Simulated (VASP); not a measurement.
Write the native input for VASP 6.6.1 that does the following.

```yaml
Task: single point
Functional: PBE
Potentials_or_basis: VASP PAW PBE potentials, release 64 (Ni)
Cutoff: 520 eV
k_mesh: 12 × 12 × 12
Occupations: fermi-dirac, width 0.1 eV
Spin: collinear spin, ferromagnetic start
Starting_moments: "[0.24] μB"
Fixed_moment: 0.24 μB
Dipole_correction: no
Further_INCAR_settings: ALGO = Normal; EDIFF = 1e-06; NBANDS = 15
```

The structure of Ni lies in POSCAR:

```
Ni
1.0
    0.0000000000      1.7855000000      1.7855000000
    1.7855000000      0.0000000000      1.7855000000
    1.7855000000      1.7855000000      0.0000000000
Ni
1
Direct
    0.0000000000      0.0000000000      0.0000000000
```

One way to write it, as run:

INCAR

```
SYSTEM = Ni
PREC = Accurate
ENCUT = 520
EDIFF = 1E-6
ISMEAR = -1
SIGMA = 0.1
LREAL = .False.
LASPH = .True.
NELM = 150
ALGO = Normal
ISIF = 2
LWAVE = .False.
LCHARG = .False.
ISPIN = 2
MAGMOM = 0.24
LORBIT = 11
NUPDOWN = 0.24
LMAXMIX = 4
GGA = PE
NBANDS = 15
```

KPOINTS

```
Automatic mesh
0
Gamma
  12 12 12
  0 0 0
```

Potentials or basis: VASP PAW PBE potentials, release 64 (Ni).

Launch:

```bash
$ cat potpaw_PBE.64/Ni/POTCAR > POTCAR
$ mpirun -np 1 vasp_std > vasp.out
```

It gave:

```json
{"Pressure": "-8.3 GPa", "Net moment": "0.24 μB per cell", "Site moments": "Ni +0.25 μB", "Valence electrons inside the program's atomic spheres": "Ni 9.24"}
```

Caveat: the total moment is fixed, so each spin has its own Fermi level.

It took 23 s on 1 thread of AMD EPYC 9R14 (Zen 4) (shared host), peak memory 0.11 GiB.
